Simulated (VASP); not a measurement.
## BN: single point with LDA

BN:

```
B N
1.0
     2.29431    0.00000    0.00000
    -1.14715    1.98693    0.00000
     0.00000    0.00000    7.93441
B N
2 2
Direct
  0.33333 0.66667 0.25000
  0.66667 0.33333 0.75000
  0.33333 0.66667 0.75000
  0.66667 0.33333 0.25000
```

This cell differs from its parent crystal: ratio of the length along z to the lengths across it x 1.3, volume and fractional coordinates fixed.

```json
{
 "Program": "VASP 6.6.1",
 "Task": "single point",
 "Functional": "LDA",
 "Potentials or basis": "VASP PAW LDA potentials, release 64 (B, N)",
 "Cutoff": "520 eV",
 "k mesh": "12 × 12 × 4",
 "Occupations": "gaussian, width 0.05 eV",
 "Spin": "no spin polarisation",
 "Dipole correction": "no",
 "Further INCAR settings": "ALGO = Normal; EDIFF = 1e-06; NBANDS = 16"
}
```

```json
{
 "Pressure": "71.4 GPa",
 "Band gap on the k mesh": "3.73 eV, indirect (least direct gap 4.70 eV)"
}
```

Stress tensor (GPa, compression positive):
```
107.76   0.00   0.00
  0.00 107.76   0.00
  0.00   0.00  -1.43
```

Levels at points of the mesh, in eV from the valence-band top:
| k point | band 5 | band 6 | band 7 | band 8 | band 9 | band 10 | band 11 | band 12 |
| --- | --- | --- | --- | --- | --- | --- | --- | --- |
| (0.00, 0.00, 0.00) | -0.97 | -0.97 | -0.97 | -0.97 | 3.73 | 7.57 | 11.88 | 13.78 |
| (0.50, 0.00, 0.00) | -4.56 | -4.56 | -1.37 | -1.08 | 4.77 | 5.42 | 11.53 | 12.68 |
| (0.00, 0.00, 0.50) | -0.97 | -0.97 | -0.97 | -0.97 | 5.24 | 5.24 | 13.79 | 13.79 |
| (0.50, 0.00, 0.50) | -4.56 | -4.56 | -1.22 | -1.22 | 5.05 | 5.05 | 12.32 | 12.32 |

Wall time 28 s on 1 thread of Intel(R) Xeon(R) Platinum 8259CL CPU @ 2.50GHz (Skylake/Cascade Lake), on a shared host, peak memory 0.14 GiB.

 A k mesh can miss the band edges.
